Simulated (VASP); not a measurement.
# NaP6 (P6/mmm) in VASP: further runs, part 2 of 2

VASP 6.6.1. Earlier steps stand in the parts before.

### Step 4. Single point, PBE+D3(BJ)

This run uses another cell than the first one, of 13.33 Å³/atom, 0.624 times its volume.

File INCAR:

```
PREC = Accurate
ENCUT = 520
EDIFF = 1E-7
ISMEAR = 0
SIGMA = 0.1
LREAL = F
LASPH = T
NELM = 100
ALGO = Normal
ISIF = 2
LWAVE = F
LCHARG = F
GGA = PE
IVDW = 12
NBANDS = 28
```

File KPOINTS:

```
regular mesh
0
Gamma
  3 3 6
```

File POSCAR:

```
NaP6
1.0
    5.9891109800      0.0000000000      0.0000000000
   -2.9945554900      5.1867222500      0.0000000000
    0.0000000000      0.0000000000      3.0030048600
Na P
1 6
Direct
    0.0000000000      0.0000000000      0.5000000000
    0.6666666700      0.0000000000      0.0000000000
    0.3333333300      0.3333333300      0.0000000000
    0.0000000000      0.6666666700      0.0000000000
    0.3333333300      0.0000000000      0.0000000000
    0.0000000000      0.3333333300      0.0000000000
    0.6666666700      0.6666666700      0.0000000000
```

Potentials or basis: VASP PAW PBE potentials, release 64 (Na_pv, P).

Command:

```console
$ cat potpaw_PBE.64/Na_pv/POTCAR potpaw_PBE.64/P/POTCAR > POTCAR
$ mpirun -np 1 vasp_std > vasp.out
```

OUTCAR:

```text
PREC = Accurate
   ENCUT = 520
   EDIFF = 1E-7
   ISMEAR = 0
   LREAL = F
   LASPH = T
   NELM = 100
   ISIF = 2
   GGA = PE
   IVDW = 12
 IVDW          = 12

 ion  position               nearest neighbor table
   1  0.000  0.000  0.500-   3 2.50   4 2.50   6 2.50   7 2.50   3 2.50   4 2.50   6 2.50   7 2.50
                             5 2.50   5 2.50   2 2.50   2 2.50
   2  0.667  0.000  0.000-   6 2.00   7 2.00   5 2.00   1 2.50   1 2.50
   3  0.333  0.333  0.000-   5 2.00   6 2.00   7 2.00   1 2.50   1 2.50
   4  0.000  0.667  0.000-   5 2.00   7 2.00   6 2.00   1 2.50   1 2.50
   5  0.333  0.000  0.000-   3 2.00   4 2.00   2 2.00   1 2.50   1 2.50
   6  0.000  0.333  0.000-   2 2.00   3 2.00   4 2.00   1 2.50   1 2.50
   7  0.667  0.667  0.000-   2 2.00   4 2.00   3 2.00   1 2.50   1 2.50

  LATTYP: Found a hexagonal cell.
 ALAT       =     5.9891109800
 C/A-ratio  =     0.5014107887

  Lattice vectors:

 A1 = (   5.9891109800,   0.0000000000,   0.0000000000)
 A2 = (  -2.9945554900,   5.1867222500,   0.0000000000)
 A3 = (   0.0000000000,   0.0000000000,   3.0030048600)

Analysis of symmetry for initial positions (statically):
=====================================================================
 Subroutine PRICEL returns:
 Original cell was already a primitive cell.

 Routine SETGRP: Setting up the symmetry group for a
 hexagonal supercell.

 Subroutine GETGRP returns: Found 24 space group operations
 (whereof 24 operations were pure point group operations)
 out of a pool of 24 trial point group operations.

The static configuration has the point symmetry D_6h.

Analysis of symmetry for dynamics (positions and initial velocities):
=====================================================================
 Subroutine PRICEL returns:
 Original cell was already a primitive cell.

 Routine SETGRP: Setting up the symmetry group for a
 hexagonal supercell.

 Subroutine GETGRP returns: Found 24 space group operations
 (whereof 24 operations were pure point group operations)
 out of a pool of 24 trial point group operations.

The dynamic configuration has the point symmetry D_6h.

 Subroutine INISYM returns: Found 24 space group operations
 (whereof 24 operations are pure point group operations),
 and found     1 'primitive' translations

----------------------------------------------------------------------------------------

                                     Primitive cell

  volume of cell :      93.2849

  direct lattice vectors                    reciprocal lattice vectors
     5.989110980  0.000000000  0.000000000     0.166969689  0.096399995  0.000000000
    -2.994555490  5.186722250  0.000000000     0.000000000  0.192799990  0.000000000
     0.000000000  0.000000000  3.003004860     0.000000000  0.000000000  0.332999794

  length of vectors
     5.989110980  5.989110976  3.003004860     0.192799990  0.192799990  0.332999794

  position of ions in fractional coordinates (direct lattice)
     0.000000000  0.000000000  0.500000000
     0.666666670  0.000000000  0.000000000
     0.333333330  0.333333330  0.000000000
     0.000000000  0.666666670  0.000000000
     0.333333330  0.000000000  0.000000000
     0.000000000  0.333333330  0.000000000
     0.666666670  0.666666670  0.000000000
[... 44 lines left out ...]
  0.333333  0.333333  0.166667      4.000000
  0.000000  0.000000  0.333333      2.000000
  0.333333 -0.000000  0.333333     12.000000
  0.333333  0.333333  0.333333      4.000000
  0.000000  0.000000  0.500000      1.000000
  0.333333 -0.000000  0.500000      6.000000
  0.333333  0.333333  0.500000      2.000000
   k-points           NKPTS =     12   k-points in BZ     NKDIM =     12   number of bands    NBANDS=     28
   number of dos      NEDOS =    301   number of ions     NIONS =      7
   total plane-waves  NPLWV =  55296
   dimension x,y,z NGX =    48 NGY =   48 NGZ =   24
   dimension x,y,z NGXF=    96 NGYF=   96 NGZF=   48
   ions per type =               1   6
   NGX,Y,Z   is equivalent  to a cutoff of  13.32, 13.32, 13.29 a.u.
   NGXF,Y,Z  is equivalent  to a cutoff of  26.65, 26.65, 26.57 a.u.
 SYSTEM =  unknown system
   PREC   = accura    normal or accurate (medium, high low for compatibility)
   ISTART =      0    job   : 0-new  1-cont  2-samecut
   ICHARG =      2    charge: 1-file 2-atom 10-const
   ISPIN  =      1    spin polarized calculation?
   LNONCOLLINEAR =      F non collinear calculations
   LSORBIT =      F    spin-orbit coupling
   LASPH  =      T    aspherical Exc in radial PAW
   ENCUT  =  520.0 eV  38.22 Ry    6.18 a.u.  11.14 11.14  5.58*2*pi/ulx,y,z
   NELM   =    100;   NELMIN=  2; NELMDL= -5     # of ELM steps
   EDIFF  = 0.1E-06   stopping-criterion for ELM
   LREAL  =      F    real-space projection
   EDIFFG = 0.1E-05   stopping-criterion for IOM
   NSW    =      0    number of steps for IOM
   IBRION =     -1    ionic relax: 0-MD 1-quasi-New 2-CG
   NFREE  =      0    steps in history (QN), initial steepest desc. (CG)
   ISIF   =      2    stress and relaxation
   ISYM   =      2    0-nonsym 1-usesym 2-fastsym
   POTIM  = 0.5000    time-step for ionic-motion
   TEBEG  =    0.0;   TEEND  =   0.0 temperature during run
   PSTRESS=    0.0 pullay stress
   NELECT =      37.0000    total number of electrons
   NUPDOWN=      -1.0000    fix difference up-down
   EMIN   =  10.00;   EMAX   =-10.00  energy-range for DOS
   EFERMI =   0.00;   METHOD = LEGACY
   ISMEAR =     0;   SIGMA  =   0.10  broadening in eV -4-tet -1-fermi 0-gaus
   EFERMI_NEDOS =   21; number of points for ismear=-14 and -15
   IALGO  =     38    algorithm
   IMIX   =      4    mixing-type and parameters
     AMIX     =   0.40;   BMIX     =  1.00
     AMIX_MAG =   1.60;   BMIX_MAG =  1.00
  volume/ion in A,a.u.               =      13.33        89.93
  Fermi-wavevector in a.u.,A,eV,Ry     =   1.202832  2.273023 19.684972  1.446805
  Thomas-Fermi vector in A             =   2.338602
   LORBIT       =      0    0 simple, 1 ext, 2 COOP (PROOUT), +10 PAW based schemes
   GGA     = PE    functional components
   LHFCALC =     F    Hartree Fock is set to
   AEXX    =    0.0000 exact exchange contribution
   IVDW    =    12    specifies the selected vdW correction
   LEPSILON=     F    determine dielectric tensor
   LRPA    =     F    only Hartree local field effects (RPA)
 non-spin polarized calculation
 Gauss-broadening in eV      SIGMA  =   0.10
  energy-cutoff  :      520.00
  volume of cell :       93.28
 maximum number of plane-waves:      2523
 NGX is ok and might be reduce to    48
   NGX = 23   NGY = 23   NGZ = 11

 number of electron      36.9999999 magnetization

 Free energy of the ion-electron system (eV)
  ---------------------------------------------------
  ext. energy  EPLUGINS =         0.00000000
  ---------------------------------------------------
  free energy    TOTEN  =       -23.41710384 eV

  energy without entropy =      -23.38232887  energy(sigma->0) =      -23.39971636

 E-fermi :   9.8898     XC(G=0): -11.1880

 val. band max:        9.8839741537   @ k =   0.3333  -0.0000   0.1667
 cond. band min:       9.9279460129   @ k =   0.3333  -0.0000   0.5000
 fundamental gap:      0.0439718591
 Fermi energy:         9.8897724825

 k-point     1 :       0.0000    0.0000    0.0000
  band No.  band energies     occupation
      1     -14.6553      2.00000
      2     -14.6553      2.00000
      3     -14.5404      2.00000
      4      -7.8762      2.00000
      5      -3.8675      2.00000
      6      -3.8675      2.00000
[... 361 lines left out ...]
     27      15.3594      0.00000
     28      15.7241      0.00000

------------------------ aborting loop because EDIFF is reached ----------------------------------------

 Edisp (eV)   -3.55293

 E8    (eV) :    -1.3906

  FORCE on cell =-STRESS in cart. coord.  units (eV):
  Direction    XX          YY          ZZ          XY          YZ          ZX
  --------------------------------------------------------------------------------------
  -------------------------------------------------------------------------------------
  Total      37.52887    37.52887    15.32170     0.00000    -0.00000     0.00000
  in kB     644.56198   644.56198   263.15165     0.00000    -0.00000     0.00000
  external pressure =      517.43 kB  Pullay stress =        0.00 kB

 VOLUME and BASIS-vectors are now :
 -----------------------------------------------------------------------------
  energy-cutoff  :      520.00
  volume of cell :       93.28
      direct lattice vectors                 reciprocal lattice vectors
     5.989110980  0.000000000  0.000000000     0.166969689  0.096399995  0.000000000
    -2.994555490  5.186722250  0.000000000     0.000000000  0.192799990  0.000000000
     0.000000000  0.000000000  3.003004860     0.000000000  0.000000000  0.332999794

 POSITION                                       TOTAL-FORCE (eV/Angst)
 -----------------------------------------------------------------------------------
      0.00000      0.00000      1.50150        -0.000000      0.000000      0.000000
      3.99274      0.00000      0.00000        -1.402900     -0.000000     -0.000000
      0.99819      1.72891      0.00000         0.701450      1.214947     -0.000000
     -1.99637      3.45781      0.00000         0.701450     -1.214947      0.000000
      1.99637      0.00000      0.00000         1.402900      0.000000     -0.000000
     -0.99819      1.72891      0.00000        -0.701450      1.214947     -0.000000
      1.99637      3.45781      0.00000        -0.701450     -1.214947      0.000000
 -----------------------------------------------------------------------------------
    total drift:                                0.000000     -0.000000     -0.000000

  FREE ENERGIE OF THE ION-ELECTRON SYSTEM (eV)
  ---------------------------------------------------
  free  energy   TOTEN  =       -26.9700320721 eV

  energy  without entropy=      -26.9352571076  energy(sigma->0) =      -26.95264459
```

Wall time 32 s (1 thread of Intel Xeon Platinum 8259CL at 2.50GHz (Skylake/Cascade Lake), shared host); peak memory 0.23 GiB.

Results:

| Quantity | Value |
| --- | --- |
| Free energy | -26.9700 eV |
| Pressure | 51.7 GPa |
| Largest force | 1.403 eV/Å |
| Dispersion energy per atom | -0.508 eV |

Forces on the atoms (eV/Å):
```
Na   0.000  0.000  0.000
P   -1.403  0.000  0.000
P    0.701  1.215  0.000
P    0.701 -1.215  0.000
P    1.403  0.000  0.000
P   -0.701  1.215  0.000
P   -0.701 -1.215  0.000
```

Caveat: the k points lie up to 0.40 Å⁻¹ apart; pairwise dispersion overbinds metals, which lowers pressure and volume; forces of over 1 eV/Å act on the atoms, so gaps and moduli don't describe the material at rest.

### Step 5. Single point, PBE+D3(BJ)

This run uses another cell than the first one, of 21.64 Å³/atom, 1.013 times its volume.

File INCAR:

```
ALGO = Normal ; EDIFF = 1E-6
ENCUT = 520 ; GGA = PE
ISIF = 2 ; ISMEAR = 0
IVDW = 12 ; LASPH = True
LCHARG = False ; LREAL = False
LWAVE = False ; NBANDS = 28
NELM = 100 ; PREC = Accurate
SIGMA = 0.1
```

File KPOINTS:

```
k-points
0
Gamma
  3 3 6
```

File POSCAR:

```
NaP6
1.0
    6.7875851001      0.0000000000      0.0000000000
   -3.3937925500      5.8782211270      0.0000000000
    0.0000000000      0.0000000000      3.7958904641
Na P
1 6
Direct
    0.0000000000      0.0000000000      0.5000000000
    0.6641514685      0.0000000000      0.0000000000
    0.3358485315      0.3358485315      0.0000000000
    0.0000000000      0.6641514685      0.0000000000
    0.3358485315      0.0000000000      0.0000000000
    0.0000000000      0.3358485315      0.0000000000
    0.6641514685      0.6641514685      0.0000000000
```

Potentials or basis: VASP PAW PBE potentials, release 64 (Na_pv, P).

Command:

```console
$ cat potpaw_PBE.64/Na_pv/POTCAR potpaw_PBE.64/P/POTCAR > POTCAR
$ mpirun -np 1 vasp_std > vasp.out
```

OUTCAR:

```text
EDIFF = 1E-6
   ENCUT = 520
   GGA = PE
   ISIF = 2
   ISMEAR = 0
   IVDW = 12
   LASPH = True
   LREAL = False
   NELM = 100
   PREC = Accurate
 IVDW          = 12

 ion  position               nearest neighbor table
   1  0.000  0.000  0.500-
   2  0.664  0.000  0.000-   5 2.23   7 2.28   6 2.28
   3  0.336  0.336  0.000-   7 2.23   5 2.28   6 2.28
   4  0.000  0.664  0.000-   6 2.23   5 2.28   7 2.28
[... 574 lines left out ...]
  -------------------------------------------------------------------------------------
  Total      -0.18321    -0.18321     0.01819    -0.00000     0.00000     0.00000
  in kB      -1.93816    -1.93816     0.19240    -0.00000     0.00000     0.00000
  external pressure =       -1.23 kB  Pullay stress =        0.00 kB

 VOLUME and BASIS-vectors are now :
 -----------------------------------------------------------------------------
  energy-cutoff  :      520.00
  volume of cell :      151.45
      direct lattice vectors                 reciprocal lattice vectors
     6.787585100  0.000000000  0.000000000     0.147327803  0.085059747  0.000000000
    -3.393792550  5.878221127  0.000000000     0.000000000  0.170119493  0.000000000
     0.000000000  0.000000000  3.795890464     0.000000000  0.000000000  0.263442797

 POSITION                                       TOTAL-FORCE (eV/Angst)
 -----------------------------------------------------------------------------------
      0.00000      0.00000      1.89795        -0.000000     -0.000000      0.000000
      4.50798      0.00000      0.00000        -0.003805     -0.000000      0.000000
      1.13980      1.97419      0.00000         0.001903      0.003295     -0.000000
     -2.25399      3.90403      0.00000         0.001903     -0.003295      0.000000
      2.27960      0.00000      0.00000         0.003805     -0.000000      0.000000
     -1.13980      1.97419      0.00000        -0.001903      0.003295     -0.000000
      2.25399      3.90403      0.00000        -0.001903     -0.003295      0.000000
 -----------------------------------------------------------------------------------
    total drift:                               -0.000000     -0.000000      0.000000

  FREE ENERGIE OF THE ION-ELECTRON SYSTEM (eV)
  ---------------------------------------------------
  free  energy   TOTEN  =       -32.8289649114 eV

  energy  without entropy=      -32.8193285123  energy(sigma->0) =      -32.82414671
```

OSZICAR:

```text
N       E                     dE             d eps       ncg     rms          rms(c)
DAV:   1     0.207351942145E+03    0.20735E+03   -0.15503E+04   672   0.116E+03
DAV:   2    -0.128933802264E+02   -0.22025E+03   -0.21022E+03   792   0.254E+02
DAV:   3    -0.305710008057E+02   -0.17678E+02   -0.17379E+02   868   0.740E+01
DAV:   4    -0.310209630800E+02   -0.44996E+00   -0.44669E+00   852   0.122E+01
DAV:   5    -0.310349510419E+02   -0.13988E-01   -0.13977E-01   896   0.227E+00    0.123E+01
DAV:   6    -0.308105639759E+02    0.22439E+00   -0.21944E-01   808   0.198E+00    0.739E+00
DAV:   7    -0.307356977557E+02    0.74866E-01   -0.23744E-01   804   0.214E+00    0.465E-01
DAV:   8    -0.307356855978E+02    0.12158E-04   -0.28376E-02   808   0.836E-01    0.299E-01
DAV:   9    -0.307360946952E+02   -0.40910E-03   -0.19177E-03   860   0.206E-01    0.169E-01
DAV:  10    -0.307364627868E+02   -0.36809E-03   -0.35624E-04   880   0.812E-02    0.424E-02
DAV:  11    -0.307365861453E+02   -0.12336E-03   -0.12637E-04   808   0.482E-02    0.158E-02
DAV:  12    -0.307366027355E+02   -0.16590E-04   -0.26442E-05   772   0.223E-02    0.151E-02
DAV:  13    -0.307366071385E+02   -0.44030E-05   -0.76823E-06   764   0.111E-02    0.274E-03
DAV:  14    -0.307366070950E+02    0.43456E-07   -0.88256E-07   600   0.430E-03
   1 F= -.32828965E+02 E0= -.32824147E+02  d E =-.963640E-02
```

It took 48 s on 1 thread of Intel Xeon Platinum 8259CL at 2.50GHz (Skylake/Cascade Lake), shared host; peak memory 0.25 GiB.

Results:

```yaml
Free_energy: -32.8290 eV
Pressure: -0.1 GPa
Largest_force: 0.004 eV/Å
Dispersion_energy_per_atom: -0.299 eV
```

Forces on the atoms (eV/Å):
```
Na   0.000  0.000  0.000
P   -0.004  0.000  0.000
P    0.002  0.003  0.000
P    0.002 -0.003  0.000
P    0.004  0.000  0.000
P   -0.002  0.003  0.000
P   -0.002 -0.003  0.000
```

Stress tensor (GPa, compression positive):
```
-0.19  0.00  0.00
 0.00 -0.19  0.00
 0.00  0.00  0.02
```

Levels at points of the mesh, in eV from the Fermi level:
| k point | band 14 | band 15 | band 16 | band 17 | band 18 | band 19 | band 20 | band 21 | band 22 | band 23 |
| --- | --- | --- | --- | --- | --- | --- | --- | --- | --- | --- |
| (0.00, 0.00, 0.00) | -2.86 | -0.41 | -0.41 | -0.31 | -0.31 | 0.75 | 0.75 | 2.21 | 2.21 | 2.39 |
| (0.00, 0.00, 0.50) | -3.52 | -2.57 | -2.57 | -2.44 | -2.44 | 1.00 | 1.00 | 2.55 | 2.61 | 2.61 |

Caveat: pairwise dispersion overbinds metals, which lowers pressure and volume.

### Step 6. Overview

| task | cell | k mesh | cutoff (eV) | gap on the mesh (eV) | pressure (GPa) | largest force (eV/Å) |
| --- | --- | --- | --- | --- | --- | --- |
| single point | a = 6.866, b = 6.866, c = 3.661 Å, angles 90.0, 90.0, 120.0°, 7 atoms | 6 × 6 × 10 | 520 | none | -0.1 | 0.02 |
| relaxation of cell and atoms | relaxed from a = 6.788, b = 6.788, c = 3.796 Å, angles 90.0, 90.0, 120.0°, 7 atoms | 6 × 6 × 10 | 600 | none | 0.0 | 0.01 |
| single point | a = 5.989, b = 5.989, c = 3.003 Å, angles 90.0, 90.0, 120.0°, 7 atoms | 3 × 3 × 6 | 520 | none | 51.7 | 1.40 |
| single point | a = 6.788, b = 6.788, c = 3.796 Å, angles 90.0, 90.0, 120.0°, 7 atoms | 3 × 3 × 6 | 520 | none | -0.1 | - |

Alike in all rows: level PBE+D3(BJ); potentials or basis VASP PAW PBE potentials, release 64 (Na_pv, P); no spin polarisation; smearing gaussian 0.1 eV.

Caveats: some runs use coarse meshes; pairwise dispersion overbinds metals, which lowers pressure and volume; forces of over 1 eV/Å act on the atoms, so gaps and moduli don't describe the material at rest (some runs).

Absolute energies hang on the potentials; compare differences alone.
